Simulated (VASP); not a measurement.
# Si16B (a cell with a defect) in VASP: single point with PBEsol

Aim: the single point of Si16B (a cell with a defect) with PBEsol.

Program: VASP 6.6.1. These are calculated values, not measurements. Logs are shortened: lines on timing, memory, paths and dates and some standing lists are left out, and cuts for length are marked.

## Step 1: The cell of the first run

The cell holds a defect, 17 atoms: a = 7.679 Å, b = 7.679 Å, c = 7.679 Å, α = 60.00°, β = 60.00°, γ = 60.00°.

## Step 2: Single point, PBEsol, collinear spin

Input file INCAR:

```
SYSTEM = Si16B
  PREC = Accurate
  ENCUT = 520
  EDIFF = 1E-6
  ISMEAR = -1
  SIGMA = 0.02
  LREAL = Auto
  LASPH = .TRUE.
  NELM = 150
  ALGO = Normal
  ISIF = 2
  LWAVE = .FALSE.
  LCHARG = .FALSE.
  ISPIN = 2
  MAGMOM = 0 0 0 0 0 0 0 0 0 0 0 0 0 0 0 0 1
  LORBIT = 11
  GGA = PS
  NBANDS = 52
```

Input file KPOINTS:

```
regular mesh
0
G
  2 2 2
  0 0 0
```

Input file POSCAR:

```
Si16B
1.0
    0.0000000000      5.4300000000      5.4300000000
    5.4300000000      0.0000000000      5.4300000000
    5.4300000000      5.4300000000      0.0000000000
Si B
16 1
Direct
    0.0001038100     -0.0001034890     -0.0004920286
    0.1224636354      0.1224086765      0.1267153921
   -0.0010287268     -0.0009859931      0.4993927374
    0.1255129832      0.1251203651      0.6232302487
    0.0083162967      0.4972530453     -0.0031294366
    0.1227656058      0.6276856720      0.1268647241
   -0.0005025035      0.5014409400      0.4994410686
    0.1230784924      0.6270502887      0.6219799275
    0.4970355356      0.0090803677     -0.0033068458
    0.6279632279      0.1226173991      0.1268284749
    0.5018906417     -0.0007028919      0.4994363819
    0.6271202249      0.1231333966      0.6220893111
    0.4980021547      0.4978511490     -0.0027259311
    0.6239794418      0.6250221975      0.1288071081
    0.4962339944      0.4962812092      0.5113065315
    0.6276634694      0.6273606480      0.6219794693
    0.3721557165      0.3746237193      0.8852841671
```

Potentials or basis: VASP PAW PBE potentials, release 64 (Si, B).

Started as:

```bash
$ cat potpaw_PBE.64/Si/POTCAR potpaw_PBE.64/B/POTCAR > POTCAR
$ mpirun -np 1 vasp_std > vasp.out
```

OUTCAR:

```text
SYSTEM = Si16B
   PREC = Accurate
   ENCUT = 520
   EDIFF = 1E-6
   ISMEAR = -1
   LREAL = Auto
   LASPH = .TRUE.
   NELM = 150
   ISIF = 2
   ISPIN = 2
   LORBIT = 11
   GGA = PS

 ion  position               nearest neighbor table
   1  0.000  1.000  1.000-   2 2.33  10 2.33   6 2.33   4 2.36
   2  0.122  0.122  0.127-   1 2.33   3 2.34   9 2.35   5 2.35
   3  0.999  0.999  0.499-  12 2.33   8 2.33   2 2.34   4 2.36
   4  0.126  0.125  0.623-   1 2.36   7 2.36  11 2.36   3 2.36
   5  0.008  0.497  0.997-  17 2.28   2 2.35   6 2.35   8 2.35  14 2.41
   6  0.123  0.628  0.127-   1 2.33   7 2.34   5 2.35  13 2.35
   7  0.999  0.501  0.499-   8 2.33  16 2.33   6 2.34   4 2.36
   8  0.123  0.627  0.622-   7 2.33   3 2.33  15 2.34   5 2.35
   9  0.497  0.009  0.997-  17 2.29   2 2.35  12 2.35  10 2.35  14 2.41
  10  0.628  0.123  0.127-   1 2.33  11 2.34   9 2.35  13 2.35
  11  0.502  0.999  0.499-  12 2.33  16 2.33  10 2.34   4 2.36
  12  0.627  0.123  0.622-  11 2.33   3 2.33  15 2.34   9 2.35
  13  0.498  0.498  0.997-  17 2.26  10 2.35   6 2.35  16 2.35  14 2.41
  14  0.624  0.625  0.129-  15 2.40   9 2.41   5 2.41  13 2.41
  15  0.496  0.496  0.511-  12 2.34   8 2.34  16 2.34  17 2.34  14 2.40
  16  0.628  0.627  0.622-   7 2.33  11 2.33  15 2.34  13 2.35
  17  0.372  0.375  0.885-  13 2.26   5 2.28   9 2.29  15 2.34

  LATTYP: Found a face centered cubic cell.
 ALAT       =    10.8600000000

  Lattice vectors:

 A1 = (   0.0000000000,   5.4300000000,   5.4300000000)
 A2 = (   5.4300000000,   0.0000000000,   5.4300000000)
 A3 = (   5.4300000000,   5.4300000000,   0.0000000000)

Analysis of symmetry for initial positions (statically):
=====================================================================
 Subroutine PRICEL returns:
 Original cell was already a primitive cell.

 Routine SETGRP: Setting up the symmetry group for a
 face centered cubic supercell.

 Subroutine GETGRP returns: Found  1 space group operations
 (whereof  1 operations were pure point group operations)
 out of a pool of 48 trial point group operations.

The static configuration has the point symmetry C_1 .

Analysis of symmetry for dynamics (positions and initial velocities):
=====================================================================
 Subroutine PRICEL returns:
 Original cell was already a primitive cell.

 Routine SETGRP: Setting up the symmetry group for a
 face centered cubic supercell.

 Subroutine GETGRP returns: Found  1 space group operations
 (whereof  1 operations were pure point group operations)
 out of a pool of 48 trial point group operations.

The dynamic configuration has the point symmetry C_1 .

Analysis of structural, dynamic, and magnetic symmetry:
=====================================================================
 Subroutine PRICEL returns:
 Original cell was already a primitive cell.

 Routine SETGRP: Setting up the symmetry group for a
 face centered cubic supercell.

 Subroutine GETGRP returns: Found  1 space group operations
 (whereof  1 operations were pure point group operations)
 out of a pool of 48 trial point group operations.

The overall configuration has the point symmetry C_1 .

 Subroutine INISYM returns: Found  1 space group operations
 (whereof  1 operations are pure point group operations),
 and found     1 'primitive' translations

----------------------------------------------------------------------------------------

                                     Primitive cell

  volume of cell :     320.2060

  direct lattice vectors                    reciprocal lattice vectors
     0.000000000  5.430000000  5.430000000    -0.092081031  0.092081031  0.092081031
     5.430000000  0.000000000  5.430000000     0.092081031 -0.092081031  0.092081031
     5.430000000  5.430000000  0.000000000     0.092081031  0.092081031 -0.092081031

  length of vectors
     7.679179644  7.679179644  7.679179644     0.159489025  0.159489025  0.159489025

  position of ions in fractional coordinates (direct lattice)
     0.000103810  0.999896511  0.999507971
     0.122463635  0.122408677  0.126715392
     0.998971273  0.999014007  0.499392737
     0.125512983  0.125120365  0.623230249
     0.008316297  0.497253045  0.996870563
     0.122765606  0.627685672  0.126864724
[... 9 lines left out ...]
     0.627663469  0.627360648  0.621979469
     0.372155717  0.374623719  0.885284167

  ion indices of the primitive-cell ions
[... 62 lines left out ...]
   NGXF,Y,Z  is equivalent  to a cutoff of  25.98, 25.98, 25.98 a.u.
 SYSTEM =  Si16B
   PREC   = accura    normal or accurate (medium, high low for compatibility)
   ISTART =      0    job   : 0-new  1-cont  2-samecut
   ICHARG =      2    charge: 1-file 2-atom 10-const
   ISPIN  =      2    spin polarized calculation?
   LNONCOLLINEAR =      F non collinear calculations
   LSORBIT =      F    spin-orbit coupling
   LASPH  =      T    aspherical Exc in radial PAW
   ENCUT  =  520.0 eV  38.22 Ry    6.18 a.u.  14.28 14.28 14.28*2*pi/ulx,y,z
   NELM   =    150;   NELMIN=  2; NELMDL= -5     # of ELM steps
   EDIFF  = 0.1E-05   stopping-criterion for ELM
   LREAL  =      T    real-space projection
   EDIFFG = 0.1E-04   stopping-criterion for IOM
   NSW    =      0    number of steps for IOM
   IBRION =     -1    ionic relax: 0-MD 1-quasi-New 2-CG
   NFREE  =      0    steps in history (QN), initial steepest desc. (CG)
   ISIF   =      2    stress and relaxation
   ISYM   =      2    0-nonsym 1-usesym 2-fastsym
   POTIM  = 0.5000    time-step for ionic-motion
   TEBEG  =    0.0;   TEEND  =   0.0 temperature during run
   PSTRESS=    0.0 pullay stress
   NELECT =      67.0000    total number of electrons
   NUPDOWN=      -1.0000    fix difference up-down
   EMIN   =  10.00;   EMAX   =-10.00  energy-range for DOS
   EFERMI =   0.00;   METHOD = LEGACY
   ISMEAR =    -1;   SIGMA  =   0.02  broadening in eV -4-tet -1-fermi 0-gaus
   EFERMI_NEDOS =   21; number of points for ismear=-14 and -15
   IALGO  =     38    algorithm
   IMIX   =      4    mixing-type and parameters
     AMIX     =   0.40;   BMIX     =  1.00
     AMIX_MAG =   1.60;   BMIX_MAG =  1.00
  volume/ion in A,a.u.               =      18.84       127.11
  Fermi-wavevector in a.u.,A,eV,Ry     =   0.971904  1.836632 12.852022  0.944597
  Thomas-Fermi vector in A             =   2.102159
   LORBIT       =     11    0 simple, 1 ext, 2 COOP (PROOUT), +10 PAW based schemes
   GGA     = PS    functional components
   LHFCALC =     F    Hartree Fock is set to
   AEXX    =    0.0000 exact exchange contribution
   IVDW    =     0    specifies the selected vdW correction
   LEPSILON=     F    determine dielectric tensor
   LRPA    =     F    only Hartree local field effects (RPA)
 spin polarized calculation
  energy-cutoff  :      520.00
  volume of cell :      320.21
 maximum number of plane-waves:      8646
 NGX is ok and might be reduce to    60
   NGX = 29   NGY = 29   NGZ = 29

 number of electron      67.0000000 magnetization      -0.0000700

 number of electron      67.0000000 magnetization       0.0001005

 Free energy of the ion-electron system (eV)
  ---------------------------------------------------
  ext. energy  EPLUGINS =         0.00000000
  ---------------------------------------------------
  free energy    TOTEN  =       -94.28980182 eV

  energy without entropy =      -94.28946093  energy(sigma->0) =      -94.28963138

 E-fermi :   6.2486     XC(G=0):  -9.7077

 val. band max:        6.1385543443   @ k =   0.0000   0.0000   0.5000
 cond. band min:       6.3587174142   @ k =   0.0000   0.0000   0.0000
 fundamental gap:      0.2201630699
 Fermi energy:         6.2485511219

 spin component 1

 k-point     1 :       0.0000    0.0000    0.0000
  band No.  band energies     occupation
      1      -6.3450      1.00000
      2      -3.9273      1.00000
      3      -3.8775      1.00000
      4      -3.8744      1.00000
      5      -3.8471      1.00000
      6      -2.4936      1.00000
[... 373 lines left out ...]
     44       9.9229      0.00000
     45      10.0607      0.00000
 Fermi energy:         6.2485511219

 spin component 2

 k-point     1 :       0.0000    0.0000    0.0000
  band No.  band energies     occupation
      1      -6.3450      1.00000
      2      -3.9273      1.00000
      3      -3.8775      1.00000
      4      -3.8744      1.00000
      5      -3.8471      1.00000
      6      -2.4936      1.00000
[... 373 lines left out ...]
     44       9.9229      0.00000
     45      10.0607      0.00000
 [bands above 45 left out]

------------------------ aborting loop because EDIFF is reached ----------------------------------------

  FORCE on cell =-STRESS in cart. coord.  units (eV):
  Direction    XX          YY          ZZ          XY          YZ          ZX
  --------------------------------------------------------------------------------------
  -------------------------------------------------------------------------------------
  Total        2.7048508      2.7100734      2.7180872     -0.0669161      0.1594685      0.1232759
  in kB       13.5339453     13.5600767     13.6001748     -0.3348205      0.7979138      0.6168211
  external PRESSURE =      13.5647322 kB  Pullay stress =       0.0000000 kB

 VOLUME and BASIS-vectors are now :
 -----------------------------------------------------------------------------
  energy-cutoff  :      520.00
  volume of cell :      320.21
      direct lattice vectors                 reciprocal lattice vectors
     0.000000000  5.430000000  5.430000000    -0.092081031  0.092081031  0.092081031
     5.430000000  0.000000000  5.430000000     0.092081031 -0.092081031  0.092081031
     5.430000000  5.430000000  0.000000000     0.092081031  0.092081031 -0.092081031

 POSITION                                       TOTAL-FORCE (eV/Angst)
 -----------------------------------------------------------------------------------
     10.85677      5.42789      5.43000         0.000894     -0.000015      0.007835
      1.35274      1.35304      1.32966         0.025044      0.018090      0.026461
      8.13635      8.13612     10.84906        -0.011653     -0.007238      0.035585
      4.06354      4.06568      1.36094        -0.012899     -0.007446     -0.005488
      8.11309      5.45816      2.74524        -0.010186     -0.011218     -0.006326
      4.09721      1.35549      4.07495        -0.037344      0.011732     -0.009622
[... 9 lines left out ...]
      6.78392      6.78556      6.81478         0.039058      0.029789     -0.024843
      6.84130      6.82790      4.05501         0.008124      0.007385     -0.012258
 -----------------------------------------------------------------------------------
    total drift:                                0.000182      0.000027      0.003836

  FREE ENERGIE OF THE ION-ELECTRON SYSTEM (eV)
  ---------------------------------------------------
  free  energy   TOTEN  =       -94.2898018203 eV

  energy  without entropy=      -94.2894609304  energy(sigma->0) =      -94.28963138

 total charge

# of ion       s       p       d       tot
------------------------------------------
    1        0.744   0.952   0.000   1.696
    2        0.758   0.928   0.000   1.686
    3        0.742   0.953   0.000   1.695
    4        0.742   0.952   0.000   1.694
    5        0.740   0.942   0.000   1.681
    6        0.759   0.926   0.000   1.684
[... 9 lines left out ...]
   16        0.757   0.932   0.000   1.689
   17        0.816   0.761   0.000   1.577
--------------------------------------------------
tot         12.816  15.760   0.000  28.576

 magnetization (x)

# of ion       s       p       d       tot
------------------------------------------
    1        0.000   0.000   0.000   0.000
    2       -0.000  -0.000   0.000  -0.000
    3        0.000   0.000   0.000   0.000
    4       -0.000  -0.000   0.000  -0.000
    5       -0.000  -0.000   0.000  -0.000
    6       -0.000  -0.000   0.000  -0.000
[... 9 lines left out ...]
   16       -0.000  -0.000   0.000  -0.000
   17       -0.000  -0.000   0.000  -0.000
--------------------------------------------------
tot         -0.000  -0.000   0.000  -0.000
```

Run time: 16 min. Hardware: 1 thread of Intel Xeon 8259CL, shared host; peak memory 0.71 GiB.

What came out:

- Free energy: -94.2898 eV
- Pressure: 1.4 GPa
- Largest force: 0.057 eV/Å
- Net moment: 0.00 μB per cell
- Valence electrons inside the program's atomic spheres: Si 1.70, 1.69, 1.68, 1.67 (each value once); B 1.58

Forces on the atoms (eV/Å):
```
Si   0.001  0.000  0.008
Si   0.025  0.018  0.026
Si  -0.012 -0.007  0.036
Si  -0.013 -0.007 -0.005
Si  -0.010 -0.011 -0.006
Si  -0.037  0.012 -0.010
Si  -0.033 -0.004  0.005
Si   0.045  0.018 -0.023
Si  -0.006 -0.008 -0.001
Si   0.020 -0.033 -0.011
Si  -0.007 -0.034  0.004
Si   0.013  0.037 -0.023
Si   0.002  0.009  0.019
Si  -0.038 -0.031  0.029
Si   0.004  0.005 -0.010
Si   0.039  0.030 -0.025
B    0.008  0.007 -0.012
```

Stress tensor (GPa, compression positive):
```
 1.35 -0.03  0.06
-0.03  1.36  0.08
 0.06  0.08  1.36
```

Caveat: the k points lie up to 0.50 Å⁻¹ apart; the PAW data sets were made with another functional, which shifts forces and pressure a little.
